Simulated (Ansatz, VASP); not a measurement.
## Rb in VASP and in Ansatz

```
Rb
1.0
     4.21145    0.00000    0.00000
     0.00000    4.21145    0.00000
     0.00000    0.00000    4.21145
Rb
1
Direct
  0.00000 0.00000 0.00000
```

Alike in both runs: task single point; functional LDA; k mesh 8 × 8 × 8; occupations fermi-dirac, width 0.1 eV; no spin polarisation.

```csv
,VASP,Ansatz
version,VASP 6.6.1,Ansatz 0.2.0
potentials or method,"VASP PAW LDA potentials, release 64 (Rb_sv), cutoff 520 eV","plane waves (420 eV) with PAW, scalar-relativistic"
valence electrons in the cell,9,9
```

```csv
,VASP,Ansatz,Ansatz less VASP
pressure (GPa),0.4,0.4,0.00
```

Ansatz warns that its potentials were made for another functional, while VASP's fit it. LDA's correlation is that of Perdew and Zunger in VASP and of Perdew and Wang (1992) in Ansatz.
